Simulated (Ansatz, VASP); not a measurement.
**Si: VASP beside Ansatz**

```xyz
1
Lattice="0.0000 2.0431 1.9005 1.9005 0.0000 1.9005 1.9005 2.0431 0.0000" Properties=species:S:1:pos:R:3 pbc="T T T"
Si    0.0000    0.0000    0.0000
```

Change from the starting cell: strain +0.0750 x Voigt [0, 1, 0, 0, 0, 0], atoms carried along.

Alike in both runs: task single point; functional PBE; dispersion D3(BJ); k mesh 28 × 28 × 28; occupations gaussian, width 0.15 eV; no spin polarisation.

|  | VASP | Ansatz |
| --- | --- | --- |
| version | VASP 6.6.1 | Ansatz 0.2.0 |
| potentials or method | VASP PAW PBE potentials, release 64 (Si), cutoff 520 eV | scalar-relativistic, plane waves, PAW |
| valence electrons in the cell | 4 | 4 |

```tsv
	VASP	Ansatz	Ansatz less VASP
gap on the k mesh at the Fermi level (eV)	none	none	-
pressure (GPa)	-6.1	-6.1	+0.02
traceless stress, the component that is largest in VASP (GPa)	1.09	1.08	-0.006
```

A gap of «none» marks a metal or a gap that the smearing closes.
